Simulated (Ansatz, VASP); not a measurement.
KNb6S8 in VASP and in Ansatz

```
K Nb S
1.0
     9.73396    0.00000    0.00000
    -4.86698    8.42986    0.00000
     0.00000    0.00000    3.41281
K Nb S
1 6 8
Direct
  0.00000 0.00000 0.50000
  0.62301 0.51358 0.25069
  0.89057 0.37699 0.25069
  0.48642 0.10943 0.25069
  0.37699 0.48642 0.74931
  0.10943 0.62301 0.74931
  0.51358 0.89057 0.74931
  0.33333 0.66667 0.24935
  0.66667 0.33333 0.75065
  0.94203 0.65466 0.24817
  0.71263 0.05797 0.24817
  0.34534 0.28737 0.24817
  0.05797 0.34534 0.75183
  0.28737 0.94203 0.75183
  0.65466 0.71263 0.75183
```

Alike in both runs: task electric field gradients; functional PBE; k mesh 4 × 4 × 9; occupations fermi-dirac, width 0.05 eV; no spin polarisation.

|  | VASP | Ansatz |
| --- | --- | --- |
| version | VASP 6.6.1 | Ansatz 0.2.0 |
| potentials or method | VASP PAW PBE potentials, release 64 (K_sv, Nb_sv, S) | plane-wave PAW, scalar-relativistic |
| plane-wave cutoff (eV) | 520 | 420 |
| valence electrons in the cell | 135 | 135 |

```tsv
	VASP	Ansatz	Ansatz less VASP
pressure (GPa)	-1.4	-1.1	+0.28
traceless stress, the component that is largest in VASP (GPa)	-0.06	-0.04	+0.011
rms of the force components (eV/Å)	0.099	0.098	-0.0005
size of Vzz on the site where it differs most (V/Å²)	21.5	28.0	+6.47
```

Atom by atom the forces differ by 0.012 eV/Å (rms over components).
